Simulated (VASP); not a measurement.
# InP (F-43m) in VASP: notebook

InP is run at these levels: r2SCAN, HSE06; tasks: relaxation of cell and atoms, single point.

Program: VASP 6.6.1. These are calculated values, not measurements. Logs are shortened: lines on timing, memory, paths and dates and some standing lists are left out, and cuts for length are marked.

### Step 1. The cell of the first run

The structure is cubic, space group F-43m (No. 216). The conventional cell has a = 5.960 Å, b = 5.960 Å, c = 5.960 Å, α = 90.00°, β = 90.00°, γ = 90.00°. In (site symmetry -43m) has 4 P at 2.58 Å within 3.4 Å. Within 3.4 Å of P (site symmetry -43m) lie 4 In at 2.58 Å.

### Step 2. Relaxation of cell and atoms, r2SCAN

POSCAR

```
InP
1.0
    0.0000000000      2.9800342627      2.9800342627
    2.9800342627      0.0000000000      2.9800342627
    2.9800342627      2.9800342627      0.0000000000
In P
1 1
Direct
    0.0000000000      0.0000000000      0.0000000000
    0.2500000000      0.2500000000      0.2500000000
```

INCAR.step1

```
  PREC = Accurate
  ENCUT = 600
  ISMEAR = -1
  SIGMA = 0.02
  LREAL = False
  LASPH = True
  NELM = 100
  GGA = PE
  ALGO = Normal
  EDIFF = 1E-4
  LWAVE = True
  LCHARG = False
```

INCAR.step2

```
  PREC = Accurate
  ENCUT = 600
  EDIFF = 1E-6
  ISMEAR = -1
  SIGMA = 0.02
  LREAL = False
  LASPH = True
  NELM = 100
  ALGO = Normal
  ISIF = 3
  LWAVE = False
  LCHARG = False
  METAGGA = R2SCAN
  LMIXTAU = True
  IBRION = 2
  NSW = 80
  EDIFFG = -0.005
  ISTART = 1
```

KPOINTS

```
Automatic mesh
0
Gamma
  6 6 6
```

Potentials or basis: VASP PAW PBE potentials, release 64 (In_d, P).

Started as:

```sh
> cat potpaw_PBE.64/In_d/POTCAR potpaw_PBE.64/P/POTCAR > POTCAR
> cp INCAR.step1 INCAR
> mpirun -np 1 vasp_std > vasp.out
> cp INCAR.step2 INCAR
> mpirun -np 1 vasp_std > vasp.out
```

OUTCAR:

```text
PREC = Accurate
   ENCUT = 600
   EDIFF = 1E-6
   ISMEAR = -1
   LREAL = False
   LASPH = True
   NELM = 100
   ISIF = 3
   METAGGA = R2SCAN
   IBRION = 2
   NSW = 80
   EDIFFG = -0.005
   ISTART = 1

 ion  position               nearest neighbor table
   1  0.000  0.000  0.000-   2 2.58   2 2.58   2 2.58   2 2.58
   2  0.250  0.250  0.250-   1 2.58   1 2.58   1 2.58   1 2.58

  LATTYP: Found a face centered cubic cell.
 ALAT       =     5.9600685254

  Lattice vectors:

 A1 = (   0.0000000000,   2.9800342627,   2.9800342627)
 A2 = (   2.9800342627,   0.0000000000,   2.9800342627)
 A3 = (   2.9800342627,   2.9800342627,   0.0000000000)

Analysis of symmetry for initial positions (statically):
=====================================================================
 Subroutine PRICEL returns:
 Original cell was already a primitive cell.

 Routine SETGRP: Setting up the symmetry group for a
 face centered cubic supercell.

 Subroutine GETGRP returns: Found 24 space group operations
 (whereof 24 operations were pure point group operations)
 out of a pool of 48 trial point group operations.

The static configuration has the point symmetry T_d .

Analysis of symmetry for dynamics (positions and initial velocities):
=====================================================================
 Subroutine PRICEL returns:
 Original cell was already a primitive cell.

 Routine SETGRP: Setting up the symmetry group for a
 face centered cubic supercell.

 Subroutine GETGRP returns: Found 24 space group operations
 (whereof 24 operations were pure point group operations)
 out of a pool of 48 trial point group operations.

The dynamic configuration has the point symmetry T_d .

 Subroutine INISYM returns: Found 24 space group operations
 (whereof 24 operations are pure point group operations),
 and found     1 'primitive' translations

----------------------------------------------------------------------------------------

                                     Primitive cell

  volume of cell :      52.9290

  direct lattice vectors                    reciprocal lattice vectors
     0.000000000  2.980034263  2.980034263    -0.167783306  0.167783306  0.167783306
     2.980034263  0.000000000  2.980034263     0.167783306 -0.167783306  0.167783306
     2.980034263  2.980034263  0.000000000     0.167783306  0.167783306 -0.167783306

  length of vectors
     4.214404871  4.214404871  4.214404871     0.290609210  0.290609210  0.290609210

  position of ions in fractional coordinates (direct lattice)
     0.000000000  0.000000000  0.000000000
[... 65 lines left out ...]
   LSORBIT =      F    spin-orbit coupling
   LASPH  =      T    aspherical Exc in radial PAW
   ENCUT  =  600.0 eV  44.10 Ry    6.64 a.u.   8.42  8.42  8.42*2*pi/ulx,y,z
   NELM   =    100;   NELMIN=  2; NELMDL=  0     # of ELM steps
   EDIFF  = 0.1E-05   stopping-criterion for ELM
   LREAL  =      F    real-space projection
   EDIFFG = -.5E-02   stopping-criterion for IOM
   NSW    =     80    number of steps for IOM
   IBRION =      2    ionic relax: 0-MD 1-quasi-New 2-CG
   NFREE  =      1    steps in history (QN), initial steepest desc. (CG)
   ISIF   =      3    stress and relaxation
   ISYM   =      2    0-nonsym 1-usesym 2-fastsym
   POTIM  = 0.5000    time-step for ionic-motion
   TEBEG  =    0.0;   TEEND  =   0.0 temperature during run
   PSTRESS=    0.0 pullay stress
   NELECT =      18.0000    total number of electrons
   NUPDOWN=      -1.0000    fix difference up-down
   EMIN   =  10.00;   EMAX   =-10.00  energy-range for DOS
   EFERMI =   0.00;   METHOD = LEGACY
   ISMEAR =    -1;   SIGMA  =   0.02  broadening in eV -4-tet -1-fermi 0-gaus
   EFERMI_NEDOS =   21; number of points for ismear=-14 and -15
   IALGO  =     38    algorithm
   IMIX   =      4    mixing-type and parameters
     AMIX     =   0.40;   BMIX     =  1.00
     AMIX_MAG =   1.60;   BMIX_MAG =  1.00
  volume/ion in A,a.u.               =      26.46       178.59
  Fermi-wavevector in a.u.,A,eV,Ry     =   1.142706  2.159401 17.766167  1.305776
  Thomas-Fermi vector in A             =   2.279403
   LORBIT       =      0    0 simple, 1 ext, 2 COOP (PROOUT), +10 PAW based schemes
   METAGGA = R2SCAN    functional components
   LHFCALC =     F    Hartree Fock is set to
   AEXX    =    0.0000 exact exchange contribution
   IVDW    =     0    specifies the selected vdW correction
   LEPSILON=     F    determine dielectric tensor
   LRPA    =     F    only Hartree local field effects (RPA)
 conjugate gradient relaxation of ions
 non-spin polarized calculation
  energy-cutoff  :      600.00
  volume of cell :       52.93
 maximum number of plane-waves:      1807
 NGX is ok and might be reduce to    36
   NGX = 17   NGY = 17   NGZ = 17

--------------------------------------- Ionic step        1  -------------------------------------------

 number of electron      17.9999999 magnetization

 Free energy of the ion-electron system (eV)
  ---------------------------------------------------
  ext. energy  EPLUGINS =         0.00000000
  ---------------------------------------------------
  free energy    TOTEN  =       -32.28127432 eV

  energy without entropy =      -32.28127432  energy(sigma->0) =      -32.28127432

------------------------ aborting loop because EDIFF is reached ----------------------------------------

  FORCE on cell =-STRESS in cart. coord.  units (eV):
  Direction    XX          YY          ZZ          XY          YZ          ZX
  --------------------------------------------------------------------------------------
  -------------------------------------------------------------------------------------
  Total       -0.5943880     -0.5943880     -0.5943880     -0.0000000      0.0000000     -0.0000000
  in kB      -17.9923071    -17.9923071    -17.9923071     -0.0000000      0.0000000     -0.0000000
  external PRESSURE =     -17.9923071 kB  Pullay stress =       0.0000000 kB
[... 59 lines left out ...]
--------------------------------------- Ionic step        3  -------------------------------------------

 number of electron      17.9999998 magnetization

 Free energy of the ion-electron system (eV)
  ---------------------------------------------------
  ext. energy  EPLUGINS =         0.00000000
  ---------------------------------------------------
  free energy    TOTEN  =       -32.28968926 eV

  energy without entropy =      -32.28968926  energy(sigma->0) =      -32.28968926

 E-fermi :   5.1947     XC(G=0):  -9.7753

 val. band max:        4.7740133088   @ k =   0.0000   0.0000   0.0000
 cond. band min:       5.8108627084   @ k =   0.0000   0.0000   0.0000
 fundamental gap:      1.0368493996
 Fermi energy:         5.1946909280

 k-point     1 :       0.0000    0.0000    0.0000
  band No.  band energies     occupation
      1      -9.8462      2.00000
      2      -9.8462      2.00000
      3      -9.8462      2.00000
      4      -9.6791      2.00000
      5      -9.6791      2.00000
      6      -7.0708      2.00000
      7       4.7740      2.00000
      8       4.7740      2.00000
      9       4.7740      2.00000
     10       5.8109      0.00000
     11       9.2110      0.00000
     12       9.2110      0.00000
     13       9.2110      0.00000
[... 267 lines left out ...]
  FREE ENERGIE OF THE ION-ELECTRON SYSTEM (eV)
  ---------------------------------------------------
  free  energy   TOTEN  =       -32.2896892599 eV

  energy  without entropy=      -32.2896892599  energy(sigma->0) =      -32.28968926

 reached required accuracy - stopping structural energy minimisation
```

OSZICAR.step1:

```text
N       E                     dE             d eps       ncg     rms          rms(c)
DAV:   1     0.121489883451E+03    0.12149E+03   -0.93261E+03   416   0.166E+03
DAV:   2     0.312378283378E+00   -0.12118E+03   -0.11716E+03   431   0.351E+02
DAV:   3    -0.853645696037E+01   -0.88488E+01   -0.87700E+01   541   0.959E+01
DAV:   4    -0.878947512172E+01   -0.25302E+00   -0.25271E+00   500   0.175E+01
DAV:   5    -0.880155599289E+01   -0.12081E-01   -0.12080E-01   624   0.351E+00    0.524E+00
DAV:   6    -0.841750420630E+01    0.38405E+00   -0.75367E-01   630   0.151E+01    0.322E+00
DAV:   7    -0.839415262458E+01    0.23352E-01   -0.19077E-01   568   0.363E+00    0.120E+00
DAV:   8    -0.839465344266E+01   -0.50082E-03   -0.15480E-02   528   0.179E+00    0.316E-01
DAV:   9    -0.839539394690E+01   -0.74050E-03   -0.21820E-03   529   0.700E-01    0.178E-01
DAV:  10    -0.839545782953E+01   -0.63883E-04   -0.18708E-04   421   0.124E-01
   1 F= -.83954578E+01 E0= -.83954577E+01  d E =-.161669E-06
```

Wall time 4.7 min (1 thread of Intel Xeon 8259CL, shared host); peak memory 0.24 GiB.

What came out:

```
Free energy                           : -32.2897 eV
Relaxed volume                        : 25.74 Å³/atom
Relaxed cell                          : a = 4.175 Å, b = 4.175 Å, c = 4.175 Å, α = 60.00°, β = 60.00°, γ = 60.00°
Space group after relaxing (to 0.1 Å) : F-43m (No. 216)
Energy gained by relaxing             : 4.2 meV/atom
Ionic steps                           : 3
Pressure after relaxing               : 0.0 GPa
Band gap on the k mesh                : 1.04 eV
```

Step by step:
| step | energy change (eV) | largest force (eV/Å) | pressure (GPa) | volume (Å³) |
| --- | --- | --- | --- | --- |
| 1 | 0.0000 | 0.0000 | -1.80 | 52.93 |
| 2 | -0.0058 | 0.0000 | 1.11 | 50.68 |
| 3 | -0.0084 | 0.0000 | 0.01 | 51.47 |

Final structure:
```
In P
1.0
     0.00000    2.95241    2.95241
     2.95241    0.00000    2.95241
     2.95241    2.95241    0.00000
In P
1 1
Direct
  0.00000 0.00000 0.00000
  0.25000 0.25000 0.25000
```

Caveat: the PAW data sets were made with another functional, which shifts forces and pressure a little; spin-orbit coupling is left out, which moves the levels of the heavy elements.

### Step 3. Single point, HSE06

This run uses another cell than the first one, of 25.77 Å³/atom.

POSCAR

```
InP
1.0
    0.0000000000      2.9538132889      2.9538132889
    2.9538132889      0.0000000000      2.9538132889
    2.9538132889      2.9538132889      0.0000000000
In P
1 1
Direct
    0.0000000000      0.0000000000      0.0000000000
    0.2500000000      0.2500000000      0.2500000000
```

INCAR.step1

```
SYSTEM = InP
ALGO = Normal
EDIFF = 1E-5
ENCUT = 520
GGA = PE
ISIF = 2
ISMEAR = -1
LASPH = .True.
LCHARG = .False.
LREAL = .False.
LWAVE = .True.
NBANDS = 16
NELM = 100
PREC = Accurate
SIGMA = 0.02
```

INCAR.step2

```
SYSTEM = InP
ALGO = Normal
EDIFF = 1E-6
ENCUT = 520
GGA = PE
HFSCREEN = 0.2079
ISIF = 2
ISMEAR = -1
ISTART = 1
LASPH = .True.
LCHARG = .False.
LHFCALC = .True.
LREAL = .False.
LWAVE = .False.
NBANDS = 16
NELM = 100
PREC = Accurate
PRECFOCK = Normal
SIGMA = 0.02
```

KPOINTS

```
k-points
0
Gamma
  4 4 4
  0 0 0
```

Potentials or basis: VASP PAW PBE potentials, release 64 (In_d, P).

Started as:

```sh
> cat potpaw_PBE.64/In_d/POTCAR potpaw_PBE.64/P/POTCAR > POTCAR
> cp INCAR.step1 INCAR
> mpirun -np 1 vasp_std > vasp.out
> cp INCAR.step2 INCAR
> mpirun -np 1 vasp_std > vasp.out
```

Run time: 12 min. Hardware: 1 thread of Intel Xeon 8259CL, shared host; peak memory 0.28 GiB.

Results (log left out):

```
Free energy            : -9.9012 eV
Pressure               : -0.2 GPa
Band gap on the k mesh : 1.39 eV
```

Levels at points of the mesh, in eV from the valence-band top:
```
           k point  band 5  band 6  band 7  band 8  band 9  band 10  band 11  band 12  band 13  band 14
(0.00, 0.00, 0.00)  -15.72  -12.55    0.00    0.00    0.00     1.39     4.91     4.91     4.91     9.47
(0.50, 0.00, 0.00)  -15.70  -10.76   -6.11   -1.02   -1.02     2.21     5.65     5.65     7.99    10.47
(0.50, 0.50, 0.00)  -15.68  -10.07   -6.13   -2.45   -2.45     2.41     3.00    10.28    10.74    10.74
```

Caveat: the k points lie up to 0.46 Å⁻¹ apart; the PAW data sets were made with another functional, which shifts forces and pressure a little; spin-orbit coupling is left out, which moves the levels of the heavy elements.
